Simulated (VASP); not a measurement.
Wanted: the native input for a VASP 6.6.1 run.

```yaml
Task: relaxation of cell and atoms
Functional: LDA
Potentials_or_basis: VASP PAW LDA potentials, release 64 (Ga_d)
Cutoff: 600 eV
k_mesh: 9 × 9 × 12
Occupations: fermi-dirac, width 0.08 eV
Spin: no spin polarisation
Target_pressure: 57 GPa
Dipole_correction: no
Further_INCAR_settings: ALGO = Normal; EDIFF = 1e-06; IBRION = 2; EDIFFG = -0.005; NSW = 60; ISIF = 3
```

The structure of Ga lies in POSCAR:

```
Ga
1.0
    4.0665663430      0.0000000000      0.0000000000
   -2.0332831715      3.5217497592      0.0000000000
    0.0000000000      0.0000000000      2.5212711326
Ga
3
Direct
    0.0000000000      0.0000000000      0.0000000000
    0.3333333333      0.6666666667      0.5000000000
    0.6666666667      0.3333333333      0.5000000000
```

This isn't the form of Ga at room conditions, which is orthorhombic.

The input as run:

INCAR

```
PREC = Accurate ; ENCUT = 600
EDIFF = 1E-6 ; ISMEAR = -1
SIGMA = 0.08 ; LREAL = F
LASPH = T ; NELM = 60
ALGO = Normal ; ISIF = 3
LWAVE = F ; LCHARG = F
IBRION = 2 ; NSW = 60
EDIFFG = -0.005 ; PSTRESS = 570.0
```

KPOINTS

```
Automatic mesh
0
Gamma
  9 9 12
```

Potentials or basis: VASP PAW LDA potentials, release 64 (Ga_d).

The run is started by

```console
$ cat potpaw_LDA.64/Ga_d/POTCAR > POTCAR
$ mpirun -np 1 vasp_std > vasp.out
```

It gave:

The relaxed volume is 12.09 Å³/atom, the relaxed cell is a = 4.147 Å, b = 4.147 Å, c = 2.436 Å, α = 90.00°, β = 90.00°, γ = 120.00° and the space group after relaxing (to 0.1 Å) is P6/mmm (No. 191). The energy change on relaxing (the run minimises the enthalpy) is -31.0 meV/atom, the ionic steps are 6 and the pressure after relaxing is 57.0 GPa. The band gap on the k mesh is zero (an odd number of electrons rules out a gap without spin polarisation).

Caveat: the cell is relaxed towards a set pressure, so the run minimises the enthalpy, not the energy; the highest band is partly filled, so the run has too few bands.

Run time: 2.3 min on 1 thread of Intel(R) Xeon(R) Platinum 8259CL CPU @ 2.50GHz (Skylake/Cascade Lake), with other jobs on the host, peak memory 0.19 GiB.
